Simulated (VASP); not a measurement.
# Si (Fd-3m) in VASP: a series of runs, part 2 of 2

VASP 6.6.1. Earlier steps stand in the parts before.

### 3 Single point, PBEsol

INCAR

```
ALGO = Normal ; EDIFF = 1E-6
ENCUT = 500 ; GGA = PS
GGA_COMPAT = F ; ISIF = 2
ISMEAR = 0 ; LASPH = T
LCHARG = F ; LREAL = F
LWAVE = F ; NBANDS = 11
NELM = 120 ; PREC = Accurate
SIGMA = 0.02
```

KPOINTS

```
k-points
0
Gamma
  12 12 12
```

POSCAR

```
Si
1.0
    0.0000000000      2.7167281733      2.7167281733
    2.7167281733      0.0000000000      2.7167281733
    2.7167281733      2.7167281733      0.0000000000
Si
2
Direct
    0.0000000000      0.0000000000      0.0000000000
    0.2500000000      0.2500000000      0.2500000000
```

Potentials or basis: VASP PAW PBE potentials, release 64 (Si).

Started as:

```console
> cat potpaw_PBE.64/Si/POTCAR > POTCAR
> mpirun -np 1 vasp_std > vasp.out
```

OUTCAR:

```text
EDIFF = 1E-6
   ENCUT = 500
   GGA = PS
   ISIF = 2
   ISMEAR = 0
   LASPH = T
   LREAL = F
   NELM = 120
   PREC = Accurate

 ion  position               nearest neighbor table
   1  0.000  0.000  0.000-   2 2.35   2 2.35   2 2.35   2 2.35
   2  0.250  0.250  0.250-   1 2.35   1 2.35   1 2.35   1 2.35

  LATTYP: Found a face centered cubic cell.
 ALAT       =     5.4334563466

  Lattice vectors:

 A1 = (   0.0000000000,   2.7167281733,   2.7167281733)
 A2 = (   2.7167281733,   0.0000000000,   2.7167281733)
 A3 = (   2.7167281733,   2.7167281733,   0.0000000000)

Analysis of symmetry for initial positions (statically):
=====================================================================
 Subroutine PRICEL returns:
 Original cell was already a primitive cell.

 Routine SETGRP: Setting up the symmetry group for a
 face centered cubic supercell.

 Subroutine GETGRP returns: Found 48 space group operations
 (whereof 24 operations were pure point group operations)
 out of a pool of 48 trial point group operations.

The static configuration has the point symmetry T_d .
 The point group associated with its full space group is O_h .

Analysis of symmetry for dynamics (positions and initial velocities):
=====================================================================
 Subroutine PRICEL returns:
 Original cell was already a primitive cell.

 Routine SETGRP: Setting up the symmetry group for a
 face centered cubic supercell.

 Subroutine GETGRP returns: Found 48 space group operations
 (whereof 24 operations were pure point group operations)
 out of a pool of 48 trial point group operations.

The dynamic configuration has the point symmetry T_d .
 The point group associated with its full space group is O_h .

 Subroutine INISYM returns: Found 48 space group operations
 (whereof 24 operations are pure point group operations),
 and found     1 'primitive' translations

----------------------------------------------------------------------------------------

                                     Primitive cell

  volume of cell :      40.1022

  direct lattice vectors                    reciprocal lattice vectors
     0.000000000  2.716728173  2.716728173    -0.184044913  0.184044913  0.184044913
     2.716728173  0.000000000  2.716728173     0.184044913 -0.184044913  0.184044913
     2.716728173  2.716728173  0.000000000     0.184044913  0.184044913 -0.184044913

  length of vectors
     3.842033828  3.842033828  3.842033828     0.318775140  0.318775140  0.318775140

  position of ions in fractional coordinates (direct lattice)
     0.000000000  0.000000000  0.000000000
     0.250000000  0.250000000  0.250000000

  ion indices of the primitive-cell ions
   primitive index   ion index
                 1           1
                 2           2

----------------------------------------------------------------------------------------

 KPOINTS: k-points

Automatic generation of k-mesh.
 Grid dimensions read from file:
 generate k-points for:   12   12   12

 Generating k-lattice:

  Cartesian coordinates                     Fractional coordinates (reciprocal lattice)
    -0.015337076  0.015337076  0.015337076     0.083333333  0.000000000  0.000000000
     0.015337076 -0.015337076  0.015337076     0.000000000  0.083333333  0.000000000
     0.015337076  0.015337076 -0.015337076     0.000000000  0.000000000  0.083333333

  Length of vectors
     0.026564595  0.026564595  0.026564595

  Shift w.r.t. Gamma in fractional coordinates (k-lattice)
     0.000000000  0.000000000  0.000000000

 Subroutine IBZKPT returns following result:
 ===========================================

 Found     72 irreducible k-points:

 Following reciprocal coordinates:
            Coordinates               Weight
  0.000000  0.000000  0.000000      1.000000
  0.083333  0.000000  0.000000      8.000000
  0.166667  0.000000  0.000000      8.000000
  0.250000  0.000000  0.000000      8.000000
  0.333333  0.000000  0.000000      8.000000
  0.416667  0.000000  0.000000      8.000000
[... 16 lines left out ...]
  0.500000  0.166667  0.000000     24.000000
 -0.416667  0.166667  0.000000     24.000000
 [... further k-points ...]
   k-points           NKPTS =     72   k-points in BZ     NKDIM =     72   number of bands    NBANDS=     11
   number of dos      NEDOS =    301   number of ions     NIONS =      2
   total plane-waves  NPLWV =  21952
   dimension x,y,z NGX =    28 NGY =   28 NGZ =   28
   dimension x,y,z NGXF=    56 NGYF=   56 NGZF=   56
   ions per type =               2
   NGX,Y,Z   is equivalent  to a cutoff of  12.12, 12.12, 12.12 a.u.
   NGXF,Y,Z  is equivalent  to a cutoff of  24.23, 24.23, 24.23 a.u.
 SYSTEM =  unknown system
   PREC   = accura    normal or accurate (medium, high low for compatibility)
   ISTART =      0    job   : 0-new  1-cont  2-samecut
   ICHARG =      2    charge: 1-file 2-atom 10-const
   ISPIN  =      1    spin polarized calculation?
   LNONCOLLINEAR =      F non collinear calculations
   LSORBIT =      F    spin-orbit coupling
   LASPH  =      T    aspherical Exc in radial PAW
   ENCUT  =  500.0 eV  36.75 Ry    6.06 a.u.   7.00  7.00  7.00*2*pi/ulx,y,z
   NELM   =    120;   NELMIN=  2; NELMDL= -5     # of ELM steps
   EDIFF  = 0.1E-05   stopping-criterion for ELM
   LREAL  =      F    real-space projection
   EDIFFG = 0.1E-04   stopping-criterion for IOM
   NSW    =      0    number of steps for IOM
   IBRION =     -1    ionic relax: 0-MD 1-quasi-New 2-CG
   NFREE  =      0    steps in history (QN), initial steepest desc. (CG)
   ISIF   =      2    stress and relaxation
   ISYM   =      2    0-nonsym 1-usesym 2-fastsym
   POTIM  = 0.5000    time-step for ionic-motion
   TEBEG  =    0.0;   TEEND  =   0.0 temperature during run
   PSTRESS=    0.0 pullay stress
   NELECT =       8.0000    total number of electrons
   NUPDOWN=      -1.0000    fix difference up-down
   EMIN   =  10.00;   EMAX   =-10.00  energy-range for DOS
   EFERMI =   0.00;   METHOD = LEGACY
   ISMEAR =     0;   SIGMA  =   0.02  broadening in eV -4-tet -1-fermi 0-gaus
   EFERMI_NEDOS =   21; number of points for ismear=-14 and -15
   IALGO  =     38    algorithm
   IMIX   =      4    mixing-type and parameters
     AMIX     =   0.40;   BMIX     =  1.00
     AMIX_MAG =   1.60;   BMIX_MAG =  1.00
  volume/ion in A,a.u.               =      20.05       135.31
  Fermi-wavevector in a.u.,A,eV,Ry     =   0.956567  1.807649 12.449604  0.915020
  Thomas-Fermi vector in A             =   2.085507
   LORBIT       =      0    0 simple, 1 ext, 2 COOP (PROOUT), +10 PAW based schemes
   GGA     = PS    functional components
   LHFCALC =     F    Hartree Fock is set to
   AEXX    =    0.0000 exact exchange contribution
   IVDW    =     0    specifies the selected vdW correction
   LEPSILON=     F    determine dielectric tensor
   LRPA    =     F    only Hartree local field effects (RPA)
 non-spin polarized calculation
 Gauss-broadening in eV      SIGMA  =   0.02
  energy-cutoff  :      500.00
  volume of cell :       40.10
 maximum number of plane-waves:      1036
   NGX = 13   NGY = 13   NGZ = 13

 number of electron       8.0000001 magnetization

 Free energy of the ion-electron system (eV)
  ---------------------------------------------------
  ext. energy  EPLUGINS =         0.00000000
  ---------------------------------------------------
  free energy    TOTEN  =       -11.49328593 eV

  energy without entropy =      -11.49328593  energy(sigma->0) =      -11.49328593

 E-fermi :   5.9337     XC(G=0):  -9.5480

 val. band max:        5.7743265788   @ k =   0.0000   0.0000   0.0000
 cond. band min:       6.2335545285   @ k =   0.4167   0.4167   0.0000
 fundamental gap:      0.4592279497
 Fermi energy:         5.9337426625

 k-point     1 :       0.0000    0.0000    0.0000
  band No.  band energies     occupation
      1      -6.2055      2.00000
      2       5.7743      2.00000
      3       5.7743      2.00000
      4       5.7743      2.00000
      5       8.2912      0.00000
      6       8.2912      0.00000
      7       8.2912      0.00000
      8       9.0812      0.00000
      9      13.4621      0.00000
     10      13.4621      0.00000
     11      13.4786      0.00000
[... 309 lines left out ...]
 k-point    24 :      -0.4167    0.1667    0.0000
  band No.  band energies     occupation
      1      -3.5861      2.00000
      2      -1.0210      2.00000
      3       2.7532      2.00000
      4       4.1731      2.00000
      5       7.8739      0.00000
      6       9.7689      0.00000
      7      10.1099      0.00000
      8      13.6624      0.00000
      9      14.2204      0.00000
     10      14.4989      0.00000
     11      16.7873      0.00000

 [... further k-points ...]
[... 5 lines left out ...]
  --------------------------------------------------------------------------------------
  -------------------------------------------------------------------------------------
  Total        0.0296933      0.0296933      0.0296933      0.0000000      0.0000000      0.0000000
  in kB        1.1863159      1.1863159      1.1863159      0.0000000      0.0000000      0.0000000
  external PRESSURE =       1.1863159 kB  Pullay stress =       0.0000000 kB

 VOLUME and BASIS-vectors are now :
 -----------------------------------------------------------------------------
  energy-cutoff  :      500.00
  volume of cell :       40.10
      direct lattice vectors                 reciprocal lattice vectors
     0.000000000  2.716728173  2.716728173    -0.184044913  0.184044913  0.184044913
     2.716728173  0.000000000  2.716728173     0.184044913 -0.184044913  0.184044913
     2.716728173  2.716728173  0.000000000     0.184044913  0.184044913 -0.184044913

 POSITION                                       TOTAL-FORCE (eV/Angst)
 -----------------------------------------------------------------------------------
      0.00000      0.00000      0.00000         0.000000      0.000000      0.000000
      1.35836      1.35836      1.35836        -0.000000     -0.000000     -0.000000
 -----------------------------------------------------------------------------------
    total drift:                                0.000000      0.000000     -0.000000

  FREE ENERGIE OF THE ION-ELECTRON SYSTEM (eV)
  ---------------------------------------------------
  free  energy   TOTEN  =       -11.4932859301 eV

  energy  without entropy=      -11.4932859301  energy(sigma->0) =      -11.49328593
```

Wall time 32 s (1 thread of Intel Xeon Platinum 8259CL at 2.50GHz (Skylake/Cascade Lake), shared host); peak memory 0.16 GiB.

What came out:

- Free energy: -11.4933 eV
- Pressure: 0.1 GPa
- Band gap on the k mesh: 0.46 eV, indirect (least direct gap 2.52 eV)

Levels at points of the mesh, in eV from the valence-band top:
```csv
k point,band 2,band 3,band 4,band 5,band 6,band 7
"(0.00, 0.00, 0.00)",0.00,0.00,0.00,2.52,2.52,2.52
"(0.50, 0.00, 0.00)",-7.01,-1.20,-1.20,1.46,3.27,3.27
"(0.50, 0.50, 0.00)",-7.82,-2.87,-2.87,0.59,0.59,10.05
```

Caveat: the PAW data sets were made with another functional, which shifts forces and pressure a little.

### 4 Relaxation of cell and atoms, PBEsol

INCAR

```
SYSTEM = Si
ALGO = Normal
EDIFF = 1E-7
EDIFFG = -0.002
ENCUT = 500
GGA = PS
GGA_COMPAT = .FALSE.
IBRION = 2
ISIF = 3
ISMEAR = 0
LASPH = .TRUE.
LCHARG = .FALSE.
LREAL = .FALSE.
LWAVE = .FALSE.
NELM = 120
NELMIN = 4
NSW = 100
PREC = Accurate
SIGMA = 0.02
```

KPOINTS

```
k-points
0
G
  12 12 12
  0 0 0
```

POSCAR is that of step 3.

Potentials or basis: VASP PAW PBE potentials, release 64 (Si).

Started as:

```console
> cat potpaw_PBE.64/Si/POTCAR > POTCAR
> mpirun -np 1 vasp_std > vasp.out
```

OUTCAR:

```text
SYSTEM = Si
   EDIFF = 1E-7
   EDIFFG = -0.002
   ENCUT = 500
   GGA = PS
   IBRION = 2
   ISIF = 3
   ISMEAR = 0
   LASPH = .TRUE.
   LREAL = .FALSE.
   NELM = 120
   NELMIN = 4
   NSW = 100
   PREC = Accurate

 ion  position               nearest neighbor table
   1  0.000  0.000  0.000-   2 2.35   2 2.35   2 2.35   2 2.35
   2  0.250  0.250  0.250-   1 2.35   1 2.35   1 2.35   1 2.35

  LATTYP: Found a face centered cubic cell.
 ALAT       =     5.4334563466

  Lattice vectors:

 A1 = (   0.0000000000,   2.7167281733,   2.7167281733)
 A2 = (   2.7167281733,   0.0000000000,   2.7167281733)
 A3 = (   2.7167281733,   2.7167281733,   0.0000000000)

Analysis of symmetry for initial positions (statically):
=====================================================================
 Subroutine PRICEL returns:
 Original cell was already a primitive cell.

 Routine SETGRP: Setting up the symmetry group for a
 face centered cubic supercell.

 Subroutine GETGRP returns: Found 48 space group operations
 (whereof 24 operations were pure point group operations)
 out of a pool of 48 trial point group operations.

The static configuration has the point symmetry T_d .
 The point group associated with its full space group is O_h .

Analysis of symmetry for dynamics (positions and initial velocities):
[... 231 lines left out ...]
--------------------------------------- Ionic step        3  -------------------------------------------

 number of electron       8.0000001 magnetization

 Free energy of the ion-electron system (eV)
  ---------------------------------------------------
  ext. energy  EPLUGINS =         0.00000000
  ---------------------------------------------------
  free energy    TOTEN  =       -11.49330230 eV

  energy without entropy =      -11.49330230  energy(sigma->0) =      -11.49330230

 E-fermi :   5.8517     XC(G=0):  -9.5433

 val. band max:        5.7625338109   @ k =   0.0000   0.0000   0.0000
 cond. band min:       6.2238974632   @ k =   0.4167   0.4167   0.0000
 fundamental gap:      0.4613636523
 Fermi energy:         5.8516956727

 k-point     1 :       0.0000    0.0000    0.0000
  band No.  band energies     occupation
      1      -6.2092      2.00000
      2       5.7625      2.00000
      3       5.7625      2.00000
      4       5.7625      2.00000
      5       8.2789      0.00000
      6       8.2789      0.00000
      7       8.2789      0.00000
      8       9.0560      0.00000
[... 243 lines left out ...]
 k-point    24 :      -0.4167    0.1667    0.0000
  band No.  band energies     occupation
      1      -3.5930      2.00000
      2      -1.0280      2.00000
      3       2.7441      2.00000
      4       4.1629      2.00000
      5       7.8615      0.00000
      6       9.7544      0.00000
      7      10.0973      0.00000
      8      13.6459      0.00000

 [... further k-points ...]

------------------------ aborting loop because EDIFF is reached ----------------------------------------

  FORCE on cell =-STRESS in cart. coord.  units (eV):
  Direction    XX          YY          ZZ          XY          YZ          ZX
  --------------------------------------------------------------------------------------
  -------------------------------------------------------------------------------------
  Total        0.0009454      0.0009454      0.0009454     -0.0000000     -0.0000000      0.0000000
  in kB        0.0377258      0.0377258      0.0377258     -0.0000000     -0.0000000      0.0000000
  external PRESSURE =       0.0377258 kB  Pullay stress =       0.0000000 kB
[... 17 lines left out ...]
  FREE ENERGIE OF THE ION-ELECTRON SYSTEM (eV)
  ---------------------------------------------------
  free  energy   TOTEN  =       -11.4933023041 eV

  energy  without entropy=      -11.4933023041  energy(sigma->0) =      -11.49330230

 reached required accuracy - stopping structural energy minimisation
```

Wall time 52 s (1 thread of Intel Xeon Platinum 8259CL at 2.50GHz (Skylake/Cascade Lake), shared host); peak memory 0.15 GiB.

Results:

```yaml
Free_energy: -11.4933 eV
Relaxed_volume: 20.07 Å³/atom
Relaxed_cell: a = 3.844 Å, b = 3.844 Å, c = 3.844 Å, α = 60.00°, β = 60.00°, γ = 60.00°
Space_group_after_relaxing_to_0.05_Å: Fd-3m (No. 227)
Energy_gained_by_relaxing: 0.0 meV/atom
Ionic_steps: 3
Pressure_after_relaxing: 0.0 GPa
Band_gap_on_the_k_mesh: 0.46 eV, indirect (least direct gap 2.52 eV)
```

Final structure:
```xyz
2
Lattice="0.0000 2.7178 2.7178 2.7178 0.0000 2.7178 2.7178 2.7178 0.0000" Properties=species:S:1:pos:R:3 pbc="T T T"
Si    0.0000    0.0000    0.0000
Si    1.3589    1.3589    1.3589
```

Caveat: the PAW data sets were made with another functional, which shifts forces and pressure a little. A k mesh can miss the band edges.

### 5 The runs side by side

```csv
task,cell,k mesh,gap on the mesh (eV),pressure (GPa)
single point,"a = 3.842 Å, angles 60.0°, 2 atoms",10 × 10 × 10,0.47,0.1
single point,"a = 3.842 Å, angles 60.0°, 2 atoms",12 × 12 × 12,0.46,0.1
relaxation of cell and atoms,"relaxed from a = 3.842 Å, angles 60.0°, 2 atoms",12 × 12 × 12,0.46,0.0
```

Alike in all rows: level PBEsol; potentials or basis VASP PAW PBE potentials, release 64 (Si); no spin polarisation; cutoff (eV) 500; smearing gaussian 0.02 eV.

Caveats: the PAW data sets were made with another functional, which shifts forces and pressure a little.

Absolute energies hang on the potentials; compare differences alone.
